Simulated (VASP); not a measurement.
# KRb2SbF6 (I4/m) in VASP: single point with r2SCAN

Aim: the single point of KRb2SbF6 with r2SCAN.

Program: VASP 6.6.1. These are calculated values, not measurements. Logs are shortened: lines on timing, memory, paths and dates and some standing lists are left out, and cuts for length are marked.

## (1) The cell of the first run

Symmetry: I4/m, No. 87, tetragonal system. Conventional cell: a = 6.183 Å, b = 6.183 Å, c = 9.317 Å, α = 90.00°, β = 90.00°, γ = 90.00°. Within 2.9 Å of Sb (site symmetry 4/m) lie 6 F at 2.16 to 2.19 Å. K (site symmetry 4/m) has 6 F at 2.44 to 2.47 Å within 3.2 Å. Rb (site symmetry -4) has 12 F at 2.76 to 3.72 Å and 4 Sb at 3.87 Å and 4 K at 3.87 Å within 3.9 Å. F (site symmetry m) has 1 Sb at 2.16 Å and 1 K at 2.44 Å and 2 Rb at 2.76 Å and 5 F at 2.96 to 3.08 Å within 3.1 Å. Within 2.9 Å of F (site symmetry 4) lie 1 Sb at 2.19 Å and 1 K at 2.47 Å.

## (2) Single point, r2SCAN

POSCAR reads:

```
KRb2SbF6
1.0
    0.0000000000      6.1826063668      0.0000003378
    6.1826063668      0.0000000000      0.0000003378
    3.0913034379      3.0913034379     -4.6583037406
Sb K Rb F
1 1 2 6
Direct
    0.0000000000      0.0000000000      0.0000000000
    0.5000000000      0.5000000000      0.0000000000
    0.7500000000      0.2500000000      0.5000000000
    0.2500000000      0.7500000000      0.5000000000
    0.3148122935      0.8488976547      0.0000000000
    0.8488976547      0.6851877065      0.0000000000
    0.6851877065      0.1511023453      0.0000000000
    0.1511023453      0.3148122935      0.0000000000
    0.2350361578      0.2350361578      0.5299276845
    0.7649638422      0.7649638422      0.4700723155
```

INCAR.step1 reads:

```
SYSTEM = KRb2SbF6
PREC     = Accurate       ! precision mode
ENCUT    = 520            ! plane-wave cutoff, eV
ISMEAR   = -1             ! smearing method
SIGMA    = 0.1            ! smearing width, eV
LREAL    = .FALSE.        ! projectors in reciprocal space
LASPH    = .TRUE.         ! aspherical terms in the spheres
NELM     = 100            ! most SCF steps
NBANDS   = 48             ! bands
GGA      = PE             ! functional
ALGO     = Normal         ! electronic algorithm
EDIFF    = 1E-4           ! SCF threshold, eV
LWAVE    = .TRUE.         ! write WAVECAR
LCHARG   = .FALSE.        ! write CHGCAR
```

INCAR.step2 reads:

```
SYSTEM = KRb2SbF6
PREC     = Accurate       ! precision mode
ENCUT    = 520            ! plane-wave cutoff, eV
EDIFF    = 1E-7           ! SCF threshold, eV
ISMEAR   = -1             ! smearing method
SIGMA    = 0.1            ! smearing width, eV
LREAL    = .FALSE.        ! projectors in reciprocal space
LASPH    = .TRUE.         ! aspherical terms in the spheres
NELM     = 100            ! most SCF steps
ALGO     = Normal         ! electronic algorithm
ISIF     = 2              ! what is computed and relaxed
LWAVE    = .FALSE.        ! write WAVECAR
LCHARG   = .FALSE.        ! write CHGCAR
METAGGA  = R2SCAN         ! meta-GGA
LMIXTAU  = .TRUE.       
NBANDS   = 48             ! bands
ISTART   = 1
```

KPOINTS reads:

```
Automatic mesh
0
G
  4 4 4
  0 0 0
```

Potentials or basis: VASP PAW PBE potentials, release 64 (Sb, K_sv, Rb_sv, F).

Started as:

```sh
$ cat potpaw_PBE.64/Sb/POTCAR potpaw_PBE.64/K_sv/POTCAR potpaw_PBE.64/Rb_sv/POTCAR potpaw_PBE.64/F/POTCAR > POTCAR
$ cp INCAR.step1 INCAR
$ mpirun -np 1 vasp_std > vasp.out
$ cp INCAR.step2 INCAR
$ mpirun -np 1 vasp_std > vasp.out
```

OUTCAR:

```text
SYSTEM = KRb2SbF6
   PREC = Accurate
   ENCUT = 520
   EDIFF = 1E-7
   ISMEAR = -1
   LREAL = .FALSE.
   LASPH = .TRUE.
   NELM = 100
   ISIF = 2
   METAGGA = R2SCAN
   ISTART = 1

 ion  position               nearest neighbor table
   1  0.000  0.000  0.000-   5 2.16   7 2.16   6 2.16   8 2.16   9 2.19  10 2.19   3 3.87   4 3.87
                             3 3.87   4 3.87   3 3.87   4 3.87   3 3.87   4 3.87
   2  0.500  0.500  0.000-   5 2.44   7 2.44   6 2.44   8 2.44   9 2.47  10 2.47   4 3.87   3 3.87
                             4 3.87   3 3.87   4 3.87   3 3.87   4 3.87   3 3.87
   3  0.750  0.250  0.500-   7 2.76   8 2.76   6 2.76   5 2.76  10 3.09   9 3.09  10 3.09   9 3.09
                             7 3.72   6 3.72   8 3.72   5 3.72   1 3.87   2 3.87   1 3.87   2 3.87
   4  0.250  0.750  0.500-   5 2.76   6 2.76   8 2.76   7 2.76  10 3.09   9 3.09  10 3.09   9 3.09
                             5 3.72   8 3.72   6 3.72   7 3.72   2 3.87   1 3.87   1 3.87   2 3.87
   5  0.315  0.849  0.000-   1 2.16   2 2.44   4 2.76   3 2.76   4 3.72   3 3.72
   6  0.849  0.685  0.000-   1 2.16   2 2.44   4 2.76   3 2.76   3 3.72   4 3.72
   7  0.685  0.151  0.000-   1 2.16   2 2.44   3 2.76   4 2.76   3 3.72   4 3.72
   8  0.151  0.315  0.000-   1 2.16   2 2.44   3 2.76   4 2.76   4 3.72   3 3.72
   9  0.235  0.235  0.530-   1 2.19   2 2.47   3 3.09   4 3.09   4 3.09   3 3.09
  10  0.765  0.765  0.470-   1 2.19   2 2.47   3 3.09   4 3.09   3 3.09   4 3.09

  LATTYP: Found a body centered tetragonal cell.
 ALAT       =     6.1826063668
 C/A-ratio  =     1.5069062470

  Lattice vectors:

 A1 = (  -3.0913034379,   3.0913029289,   4.6583040784)
 A2 = (   3.0913029289,  -3.0913034379,   4.6583040784)
 A3 = (   3.0913034379,   3.0913034379,  -4.6583037406)

Analysis of symmetry for initial positions (statically):
=====================================================================
 Subroutine PRICEL returns:
 Original cell was already a primitive cell.

 Routine SETGRP: Setting up the symmetry group for a
 body centered tetragonal supercell.

 Subroutine GETGRP returns: Found  8 space group operations
 (whereof  8 operations were pure point group operations)
 out of a pool of 16 trial point group operations.

The static configuration has the point symmetry C_4h.

Analysis of symmetry for dynamics (positions and initial velocities):
=====================================================================
 Subroutine PRICEL returns:
 Original cell was already a primitive cell.

 Routine SETGRP: Setting up the symmetry group for a
 body centered tetragonal supercell.

 Subroutine GETGRP returns: Found  8 space group operations
 (whereof  8 operations were pure point group operations)
 out of a pool of 16 trial point group operations.

The dynamic configuration has the point symmetry C_4h.

 Subroutine INISYM returns: Found  8 space group operations
 (whereof  8 operations are pure point group operations),
 and found     1 'primitive' translations

----------------------------------------------------------------------------------------

                                     Primitive cell

  volume of cell :     178.0619

  direct lattice vectors                    reciprocal lattice vectors
     0.000000000  6.182606367  0.000000338    -0.000000006  0.161744078  0.107335209
     6.182606367  0.000000000  0.000000338     0.161744078 -0.000000006  0.107335209
     3.091303438  3.091303438 -4.658303741     0.000000012  0.000000012 -0.214670400

  length of vectors
     6.182606367  6.182606367  6.388435460     0.194118504  0.194118504  0.214670400

  position of ions in fractional coordinates (direct lattice)
     0.000000000  0.000000000  0.000000000
     0.500000000  0.500000000  0.000000000
     0.750000000  0.250000000  0.500000000
     0.250000000  0.750000000  0.500000000
     0.314812293  0.848897655  0.000000000
     0.848897655  0.685187707  0.000000000
     0.685187707  0.151102345  0.000000000
     0.151102345  0.314812293  0.000000000
     0.235036158  0.235036158  0.529927685
     0.764963842  0.764963842  0.470072315

  ion indices of the primitive-cell ions
   primitive index   ion index
                 1           1
                 2           2
                 3           3
                 4           4
                 5           5
                 6           6
                 7           7
                 8           8
                 9           9
                10          10

----------------------------------------------------------------------------------------

 KPOINTS: Automatic mesh

Automatic generation of k-mesh.
 Grid dimensions read from file:
 generate k-points for:    4    4    4

 Generating k-lattice:

  Cartesian coordinates                     Fractional coordinates (reciprocal lattice)
    -0.000000001  0.040436019  0.026833802     0.250000000 -0.000000000  0.000000000
     0.040436019 -0.000000001  0.026833802    -0.000000000  0.250000000  0.000000000
     0.000000003  0.000000003 -0.053667600     0.000000000  0.000000000  0.250000000

  Length of vectors
     0.048529626  0.048529626  0.053667600

  Shift w.r.t. Gamma in fractional coordinates (k-lattice)
     0.000000000  0.000000000  0.000000000

 Subroutine IBZKPT returns following result:
 ===========================================

 Found     14 irreducible k-points:

 Following reciprocal coordinates:
            Coordinates               Weight
  0.000000  0.000000  0.000000      1.000000
  0.250000  0.000000  0.000000      8.000000
  0.500000  0.000000  0.000000      4.000000
  0.250000  0.250000  0.000000      8.000000
  0.500000  0.250000  0.000000      8.000000
 -0.250000  0.500000 -0.000000      8.000000
 -0.250000  0.250000  0.000000      4.000000
  0.500000  0.500000  0.000000      2.000000
  0.000000  0.000000  0.250000      2.000000
  0.500000  0.000000  0.250000      4.000000
 -0.250000  0.000000  0.250000      8.000000
  0.500000  0.500000  0.250000      2.000000
 -0.250000 -0.250000  0.250000      4.000000
  0.000000  0.000000  0.500000      1.000000
   k-points           NKPTS =     14   k-points in BZ     NKDIM =     14   number of bands    NBANDS=     48
   number of dos      NEDOS =    301   number of ions     NIONS =     10
   total plane-waves  NPLWV = 110592
   dimension x,y,z NGX =    48 NGY =   48 NGZ =   48
   dimension x,y,z NGXF=    96 NGYF=   96 NGZF=   96
   ions per type =               1   1   2   6
   NGX,Y,Z   is equivalent  to a cutoff of  12.91, 12.91, 12.49 a.u.
   NGXF,Y,Z  is equivalent  to a cutoff of  25.81, 25.81, 24.98 a.u.
 SYSTEM =  KRb2SbF6
   PREC   = accura    normal or accurate (medium, high low for compatibility)
   ISTART =      1    job   : 0-new  1-cont  2-samecut
   ICHARG =      0    charge: 1-file 2-atom 10-const
   ISPIN  =      1    spin polarized calculation?
   LNONCOLLINEAR =      F non collinear calculations
   LSORBIT =      F    spin-orbit coupling
   LASPH  =      T    aspherical Exc in radial PAW
   ENCUT  =  520.0 eV  38.22 Ry    6.18 a.u.  11.50 11.50 11.88*2*pi/ulx,y,z
   NELM   =    100;   NELMIN=  2; NELMDL=  0     # of ELM steps
   EDIFF  = 0.1E-06   stopping-criterion for ELM
   LREAL  =      F    real-space projection
   EDIFFG = 0.1E-05   stopping-criterion for IOM
   NSW    =      0    number of steps for IOM
   IBRION =     -1    ionic relax: 0-MD 1-quasi-New 2-CG
   NFREE  =      0    steps in history (QN), initial steepest desc. (CG)
   ISIF   =      2    stress and relaxation
   ISYM   =      2    0-nonsym 1-usesym 2-fastsym
   POTIM  = 0.5000    time-step for ionic-motion
   TEBEG  =    0.0;   TEEND  =   0.0 temperature during run
   PSTRESS=    0.0 pullay stress
   NELECT =      74.0000    total number of electrons
   NUPDOWN=      -1.0000    fix difference up-down
   EMIN   =  10.00;   EMAX   =-10.00  energy-range for DOS
   EFERMI =   0.00;   METHOD = LEGACY
   ISMEAR =    -1;   SIGMA  =   0.10  broadening in eV -4-tet -1-fermi 0-gaus
   EFERMI_NEDOS =   21; number of points for ismear=-14 and -15
   IALGO  =     38    algorithm
   IMIX   =      4    mixing-type and parameters
     AMIX     =   0.40;   BMIX     =  1.00
     AMIX_MAG =   1.60;   BMIX_MAG =  1.00
  volume/ion in A,a.u.               =      17.81       120.16
  Fermi-wavevector in a.u.,A,eV,Ry     =   1.221692  2.308663 20.307122  1.492531
  Thomas-Fermi vector in A             =   2.356865
   LORBIT       =      0    0 simple, 1 ext, 2 COOP (PROOUT), +10 PAW based schemes
   METAGGA = R2SCAN    functional components
   LHFCALC =     F    Hartree Fock is set to
   AEXX    =    0.0000 exact exchange contribution
   IVDW    =     0    specifies the selected vdW correction
   LEPSILON=     F    determine dielectric tensor
   LRPA    =     F    only Hartree local field effects (RPA)
 non-spin polarized calculation
  energy-cutoff  :      520.00
  volume of cell :      178.06
 maximum number of plane-waves:      4820
 NGX is ok and might be reduce to    48
   NGX = 23   NGY = 23   NGZ = 23

 number of electron      73.9999964 magnetization

 Free energy of the ion-electron system (eV)
  ---------------------------------------------------
  ext. energy  EPLUGINS =         0.00000000
  ---------------------------------------------------
  free energy    TOTEN  =      -105.66215863 eV

  energy without entropy =     -105.66215863  energy(sigma->0) =     -105.66215863

 E-fermi :   3.2419     XC(G=0):  -9.3682

 val. band max:        0.9436749808   @ k =   0.5000   0.0000   0.0000
 cond. band min:       5.3776493397   @ k =   0.0000   0.0000   0.2500
 fundamental gap:      4.4339743590
 Fermi energy:         3.2419009115

 k-point     1 :       0.0000    0.0000    0.0000
  band No.  band energies     occupation
      1     -28.0606      2.00000
      2     -25.4537      2.00000
      3     -25.3783      2.00000
      4     -23.1088      2.00000
      5     -22.9606      2.00000
      6     -22.9034      2.00000
[... 40 lines left out ...]
     47      10.0804      0.00000
     48      10.0821      0.00000
[... 661 lines left out ...]
     47      10.0728      0.00000
     48      10.1270      0.00000

------------------------ aborting loop because EDIFF is reached ----------------------------------------

  FORCE on cell =-STRESS in cart. coord.  units (eV):
  Direction    XX          YY          ZZ          XY          YZ          ZX
  --------------------------------------------------------------------------------------
  -------------------------------------------------------------------------------------
  Total        5.1271058      5.1271058      5.1463082      0.0000000     -0.0000000     -0.0000000
  in kB       46.1330147     46.1330147     46.3057952      0.0000000     -0.0000000     -0.0000000
  external PRESSURE =      46.1906082 kB  Pullay stress =       0.0000000 kB

 VOLUME and BASIS-vectors are now :
 -----------------------------------------------------------------------------
  energy-cutoff  :      520.00
  volume of cell :      178.06
      direct lattice vectors                 reciprocal lattice vectors
     0.000000000  6.182606367  0.000000338    -0.000000006  0.161744078  0.107335209
     6.182606367  0.000000000  0.000000338     0.161744078 -0.000000006  0.107335209
     3.091303438  3.091303438 -4.658303741     0.000000012  0.000000012 -0.214670400

 POSITION                                       TOTAL-FORCE (eV/Angst)
 -----------------------------------------------------------------------------------
      0.00000      0.00000      0.00000         0.000000      0.000000      0.000000
      3.09130      3.09130      0.00000         0.000000      0.000000      0.000000
      3.09130      6.18261     -2.32915         0.000000      0.000000      0.000000
      6.18261      3.09130     -2.32915         0.000000      0.000000      0.000000
      5.24840      1.94636      0.00000         0.043662     -0.083090     -0.000000
      4.23625      5.24840      0.00000         0.083090      0.043662      0.000000
      0.93421      4.23625      0.00000        -0.043662      0.083090      0.000000
      1.94636      0.93421      0.00000        -0.083090     -0.043662     -0.000000
      3.09130      3.09130     -2.46856         0.000000      0.000000     -0.091613
      6.18261      6.18261     -2.18974        -0.000000     -0.000000      0.091613
 -----------------------------------------------------------------------------------
    total drift:                                0.000000     -0.000000      0.000000

  FREE ENERGIE OF THE ION-ELECTRON SYSTEM (eV)
  ---------------------------------------------------
  free  energy   TOTEN  =      -105.6621586335 eV

  energy  without entropy=     -105.6621586330  energy(sigma->0) =     -105.66215863
```

Wall time 9.2 min (1 thread of AMD EPYC 7R13 (Zen 3), shared host); peak memory 0.4 GiB.

Results:

- Free energy: -105.6622 eV
- Pressure: 4.6 GPa
- Largest force: 0.094 eV/Å
- Band gap on the k mesh: 4.43 eV (least direct gap 4.58 eV)

Forces on the atoms (eV/Å):
```
Sb   0.000  0.000  0.000
K    0.000  0.000  0.000
Rb   0.000  0.000  0.000
Rb   0.000  0.000  0.000
F    0.044 -0.083  0.000
F    0.083  0.044  0.000
F   -0.044  0.083  0.000
F   -0.083 -0.044  0.000
F    0.000  0.000 -0.092
F    0.000  0.000  0.092
```

Caveat: the cell stands under pressure; the PAW data sets were made with another functional, which shifts forces and pressure a little; spin-orbit coupling is left out, which moves the levels of the heavy elements.
